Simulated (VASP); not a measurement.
# AlN (P1) in VASP: single point with PBE

Aim: the single point of AlN with PBE.

All numbers are computed with VASP 6.6.1; they aren't measurements. Logs are shortened: lines on timing, memory, paths and dates and some standing lists are left out, and cuts for length are marked.

## (1) The cell of the first run

The typed cell holds 8 atoms: a = 4.340 Å, b = 4.437 Å, c = 4.413 Å, α = 91.87°, β = 89.06°, γ = 90.02°.

## (2) Single point, PBE (atoms moved at random and the cell strained at random)

Contents of INCAR:

```
SYSTEM = AlN
PREC = Accurate
ENCUT = 520
EDIFF = 1E-7
ISMEAR = 0
SIGMA = 0.05
LREAL = .False.
LASPH = .True.
NELM = 80
ALGO = Normal
ISIF = 2
LWAVE = .False.
LCHARG = .True.
GGA = PE
LELF = .True.
LVHAR = .True.
NBANDS = 26
```

Contents of KPOINTS:

```
Automatic mesh
0
Gamma
  6 6 6
  0 0 0
```

Contents of POSCAR:

```
AlN
1.0
    4.3396914400      0.0004658802     -0.0359889202
   -0.0004658802     -4.4361494458      0.0723644978
    0.0359889202      0.0723644978     -4.4121341851
Al N
4 4
Direct
    0.4454520176      0.4632695925      1.0617538558
    0.0426149692      0.0783368551      1.0074124096
   -0.0160584361      0.5321122168      0.5240696348
    0.5440462251     -0.0949773073      0.5764385136
    0.7668264703      0.7628610201      0.7374118263
    0.2501548494      0.2655192758      0.7012144544
    0.1986213684      0.8050047809      0.1948323670
    0.7683425362      0.1878735660      0.1968669385
```

Potentials or basis: VASP PAW PBE potentials, release 64 (Al, N).

The run is started by

```sh
cat potpaw_PBE.64/Al/POTCAR potpaw_PBE.64/N/POTCAR > POTCAR
mpirun -np 1 vasp_std > vasp.out
```

OUTCAR:

```text
SYSTEM = AlN
   PREC = Accurate
   ENCUT = 520
   EDIFF = 1E-7
   ISMEAR = 0
   LREAL = .False.
   LASPH = .True.
   NELM = 80
   ISIF = 2
   GGA = PE

 ion  position               nearest neighbor table
   1  0.445  0.463  0.062-   7 1.93   8 1.97   6 1.99   5 2.41   2 2.45   3 2.84   4 2.98   4 2.99
                             2 3.11   3 3.14   3 3.15   4 3.24   2 3.26   3 3.32
   2  0.043  0.078  0.007-   8 1.51   7 1.64   6 1.83   5 2.18   1 2.45   4 2.95   4 2.99   3 2.99
                             3 3.00   1 3.11   3 3.19   1 3.26
   3  0.984  0.532  0.524-   5 1.65   6 1.85   7 2.12   8 2.28   4 2.53   1 2.84   4 2.95   2 2.99
                             2 3.00   1 3.14   1 3.15   2 3.19   1 3.32
   4  0.544  0.905  0.576-   5 1.37   6 2.10   7 2.31   8 2.33   3 2.53   3 2.95   2 2.95   1 2.98
                             1 2.99   2 2.99   1 3.24
   5  0.767  0.763  0.737-   4 1.37   3 1.65   2 2.18   1 2.41
   6  0.250  0.266  0.701-   2 1.83   3 1.85   1 1.99   4 2.10
   7  0.199  0.805  0.195-   2 1.64   1 1.93   3 2.12   4 2.31
   8  0.768  0.188  0.197-   2 1.51   1 1.97   3 2.28   4 2.33

  LATTYP: Found a triclinic cell.
 ALAT       =     4.4128743343
 B/A-ratio  =     1.3909786732
 C/A-ratio  =     1.7157856898
 COS(alpha) =     0.0001208612
 COS(beta)  =     0.5730869550
 COS(gamma) =     0.7072890694

  Lattice vectors:

 A1 = (  -0.0359889202,  -0.0723644978,   4.4121341851)
 A2 = (   4.3037025198,  -0.0718986176,   4.3761452649)
 A3 = (  -4.3752144800,   4.3633190678,   4.3757586075)

Analysis of symmetry for initial positions (statically):
=====================================================================
 Subroutine PRICEL returns:
 Original cell was already a primitive cell.

 Routine SETGRP: Setting up the symmetry group for a
 triclinic supercell.

 Subroutine GETGRP returns: Found  1 space group operations
 (whereof  1 operations were pure point group operations)
 out of a pool of  2 trial point group operations.

The static configuration has the point symmetry C_1 .

Analysis of symmetry for dynamics (positions and initial velocities):
=====================================================================
 Subroutine PRICEL returns:
 Original cell was already a primitive cell.

 Routine SETGRP: Setting up the symmetry group for a
 triclinic supercell.

 Subroutine GETGRP returns: Found  1 space group operations
 (whereof  1 operations were pure point group operations)
 out of a pool of  2 trial point group operations.

The dynamic configuration has the point symmetry C_1 .

[... 117 lines left out ...]
   ISYM   =      2    0-nonsym 1-usesym 2-fastsym
   POTIM  = 0.5000    time-step for ionic-motion
   TEBEG  =    0.0;   TEEND  =   0.0 temperature during run
   PSTRESS=    0.0 pullay stress
   NELECT =      32.0000    total number of electrons
   NUPDOWN=      -1.0000    fix difference up-down
   EMIN   =  10.00;   EMAX   =-10.00  energy-range for DOS
   EFERMI =   0.00;   METHOD = LEGACY
   ISMEAR =     0;   SIGMA  =   0.05  broadening in eV -4-tet -1-fermi 0-gaus
   EFERMI_NEDOS =   21; number of points for ismear=-14 and -15
   IALGO  =     38    algorithm
   IMIX   =      4    mixing-type and parameters
     AMIX     =   0.40;   BMIX     =  1.00
     AMIX_MAG =   1.60;   BMIX_MAG =  1.00
  volume/ion in A,a.u.               =      10.61        71.63
  Fermi-wavevector in a.u.,A,eV,Ry     =   1.182503  2.234606 19.025196  1.398312
  Thomas-Fermi vector in A             =   2.318755
   LORBIT       =      0    0 simple, 1 ext, 2 COOP (PROOUT), +10 PAW based schemes
   GGA     = PE    functional components
   LHFCALC =     F    Hartree Fock is set to
   AEXX    =    0.0000 exact exchange contribution
   IVDW    =     0    specifies the selected vdW correction
   LEPSILON=     F    determine dielectric tensor
   LRPA    =     F    only Hartree local field effects (RPA)
 non-spin polarized calculation
 Gauss-broadening in eV      SIGMA  =   0.05
  energy-cutoff  :      520.00
  volume of cell :       84.91
 maximum number of plane-waves:      2313
   NGX = 17   NGY = 17   NGZ = 17

 number of electron      32.0000000 magnetization

 Free energy of the ion-electron system (eV)
  ---------------------------------------------------
  ext. energy  EPLUGINS =         0.00000000
  ---------------------------------------------------
  free energy    TOTEN  =       -46.94811461 eV

  energy without entropy =      -46.94811461  energy(sigma->0) =      -46.94811461

 E-fermi :   6.7786     XC(G=0): -10.8556

 val. band max:        6.5687074415   @ k =   0.5000   0.5000   0.5000
 cond. band min:       7.8661795818   @ k =   0.0000   0.0000   0.0000
 fundamental gap:      1.2974721403
 Fermi energy:         6.7785962506

 k-point     1 :       0.0000    0.0000    0.0000
  band No.  band energies     occupation
      1      -9.2606      2.00000
      2      -7.0888      2.00000
      3      -6.5703      2.00000
      4      -5.9848      2.00000
      5       0.3910      2.00000
      6       0.9730      2.00000
[... 685 lines left out ...]
     25      16.1680      0.00000
     26      16.9821      0.00000

 [... further k-points ...]

------------------------ aborting loop because EDIFF is reached ----------------------------------------

  FORCE on cell =-STRESS in cart. coord.  units (eV):
  Direction    XX          YY          ZZ          XY          YZ          ZX
  --------------------------------------------------------------------------------------
  -------------------------------------------------------------------------------------
  Total       35.0225093     13.8129865     14.2102337     18.3703705     -2.1850689     -3.3478927
  in kB      660.8299190    260.6333730    268.1289204    346.6253750    -41.2294523    -63.1704502
  external PRESSURE =     396.5307375 kB  Pullay stress =       0.0000000 kB

 VOLUME and BASIS-vectors are now :
 -----------------------------------------------------------------------------
  energy-cutoff  :      520.00
  volume of cell :       84.91
      direct lattice vectors                 reciprocal lattice vectors
     4.339691440  0.000465880 -0.035988920     0.230446718  0.000006463  0.001879815
    -0.000465880 -4.436149446  0.072364498    -0.000006463 -0.225481046 -0.003698223
     0.035988920  0.072364498 -4.412134185    -0.001879815 -0.003698223 -0.226723674

 POSITION                                       TOTAL-FORCE (eV/Angst)
 -----------------------------------------------------------------------------------
      1.93513     -2.05046     -0.25497         2.650517     -1.446218      1.698825
      0.18517     -0.34696     -0.02857         3.772502      3.545977      8.772700
      4.28862     -2.32215     -2.30917         2.241166      3.196152      4.131918
      2.38132     -3.97285     -2.49741       -19.305812    -15.629342     15.854514
      3.35397     -3.33045     -3.22595        14.580600     10.342732    -15.032276
      1.11071     -1.12702     -3.08364         1.816745      0.154205     -1.477995
      0.86859     -3.55693     -0.80852         5.165229      7.362789     -5.452243
      3.34137     -0.81883     -0.88266       -10.920947     -7.526294     -8.495444
 -----------------------------------------------------------------------------------
    total drift:                                0.000072     -0.000023     -0.000447

  FREE ENERGIE OF THE ION-ELECTRON SYSTEM (eV)
  ---------------------------------------------------
  free  energy   TOTEN  =       -46.9481146080 eV

  energy  without entropy=      -46.9481146080  energy(sigma->0) =      -46.94811461
```

OSZICAR:

```text
N       E                     dE             d eps       ncg     rms          rms(c)
DAV:   1     0.120748421613E+03    0.12075E+03   -0.14651E+04  5824   0.109E+03
DAV:   2    -0.499968304848E+02   -0.17075E+03   -0.15866E+03  7810   0.230E+02
DAV:   3    -0.602840090988E+02   -0.10287E+02   -0.10214E+02  7562   0.589E+01
DAV:   4    -0.603778529381E+02   -0.93844E-01   -0.93775E-01  7006   0.639E+00
DAV:   5    -0.603791695969E+02   -0.13167E-02   -0.13165E-02  7426   0.753E-01    0.204E+01
DAV:   6    -0.470949471115E+02    0.13284E+02   -0.37506E+01  7086   0.361E+01    0.790E+00
DAV:   7    -0.470387819567E+02    0.56165E-01   -0.22843E+00  6638   0.939E+00    0.437E+00
DAV:   8    -0.469579972113E+02    0.80785E-01   -0.17400E-01  7402   0.303E+00    0.181E+00
DAV:   9    -0.469481275310E+02    0.98697E-02   -0.46142E-02  6952   0.156E+00    0.431E-01
DAV:  10    -0.469478926539E+02    0.23488E-03   -0.83860E-03  7408   0.647E-01    0.329E-01
DAV:  11    -0.469480508025E+02   -0.15815E-03   -0.15634E-03  7102   0.300E-01    0.141E-01
DAV:  12    -0.469481186136E+02   -0.67811E-04   -0.44118E-04  6492   0.130E-01    0.583E-02
DAV:  13    -0.469481168313E+02    0.17823E-05   -0.51300E-05  7104   0.628E-02    0.156E-02
DAV:  14    -0.469481144432E+02    0.23881E-05   -0.12498E-05  7540   0.323E-02    0.816E-03
DAV:  15    -0.469481146824E+02   -0.23925E-06   -0.54488E-06  6552   0.142E-02    0.336E-03
DAV:  16    -0.469481146080E+02    0.74466E-07   -0.38095E-07  6278   0.494E-03
   1 F= -.46948115E+02 E0= -.46948115E+02  d E =-.980275E-11
```

stdout:

```text
POSCAR found type information on POSCAR AlN
 POSCAR found :  2 types and       8 ions
 scaLAPACK will be used
 LDA part: xc-table for (Slater+PW92), standard interpolation
 POSCAR, INCAR and KPOINTS ok, starting setup
 FFT: planning ... GRIDC
 FFT: planning ... GRID_SOFT
 FFT: planning ... GRID
 WAVECAR not read
 entering main loop
```

Run time: 4.9 min. Hardware: 1 thread of AMD EPYC 7R43 (Zen 3), shared host; peak memory 0.27 GiB.

What came out:

| Property | Result |
| --- | --- |
| Free energy | -46.9481 eV |
| Pressure | 39.7 GPa |
| Largest force | 29.468 eV/Å |
| Band gap on the k mesh | 1.30 eV (least direct gap 1.77 eV) |

Forces on the atoms (eV/Å):
```
Al    2.651  -1.446   1.699
Al    3.773   3.546   8.773
Al    2.241   3.196   4.132
Al  -19.306 -15.629  15.855
N    14.581  10.343 -15.032
N     1.817   0.154  -1.478
N     5.165   7.363  -5.452
N   -10.921  -7.526  -8.495
```

Caveat: the cell differs from its parent crystal (atoms moved at random and the cell strained at random); the cell stands under pressure; forces of over 1 eV/Å act on the atoms, so gaps and moduli don't describe the material at rest.
